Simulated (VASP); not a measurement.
Sb:

```
Sb
1.0
     3.35453    0.00000    0.00000
    -1.67727    2.90511    0.00000
     0.00000    0.00000    5.47016
Sb
2
Direct
  0.66667 0.33333 0.75000
  0.33333 0.66667 0.25000
```

- Program: VASP 6.6.1
- Task: relaxation of cell and atoms
- Functional: RPBE
- Dispersion: D3(BJ)
- Potentials or basis: VASP PAW PBE potentials, release 64 (Sb)
- Cutoff: 600 eV
- k mesh: 9 × 9 × 5
- Occupations: fermi-dirac, width 0.05 eV
- Spin: no spin polarisation

At the start: pressure -22.3 GPa; volume 26.65 Å³/atom.

Question: Where does the relaxation end?

Answer: Over 7 steps the energy falls by 637.2 meV/atom and the volume is 19.88 Å³/atom (-25.4 %); space group P6_3/mmc (No. 194, to 0.05 Å).

Step by step:
| step | energy change (eV) | largest force (eV/Å) | pressure (GPa) | volume (Å³) |
| --- | --- | --- | --- | --- |
| 1 | 0.0000 | 0.0000 | -22.31 | 53.31 |
| 2 | 1.0805 | 0.0000 | 96.89 | 29.49 |
| 3 | -1.2639 | 0.0000 | -3.16 | 40.63 |
| 4 | -1.2712 | 0.0000 | -1.20 | 40.10 |
| 5 | -1.2724 | 0.0000 | 0.01 | 39.79 |
| 6 | -1.2733 | 0.0000 | 0.07 | 39.75 |
| 7 | -1.2745 | 0.0000 | 0.01 | 39.77 |

Final structure:
```yaml
crystal:
  lattice:
    - [3.05250, 0.00000, 0.00000]
    - [-1.52625, 2.64354, 0.00000]
    - [0.00000, 0.00000, 4.92824]
  atoms:
    - { symbol: Sb, position: [0.66667, 0.33333, 0.75000] }
    - { symbol: Sb, position: [0.33333, 0.66667, 0.25000] }
```

Caveat: the volume moved by over 15 % at a fixed basis, so the end points are rough; the PAW data sets were made with another functional, which shifts forces and pressure a little; pairwise dispersion overbinds metals, which lowers pressure and volume.
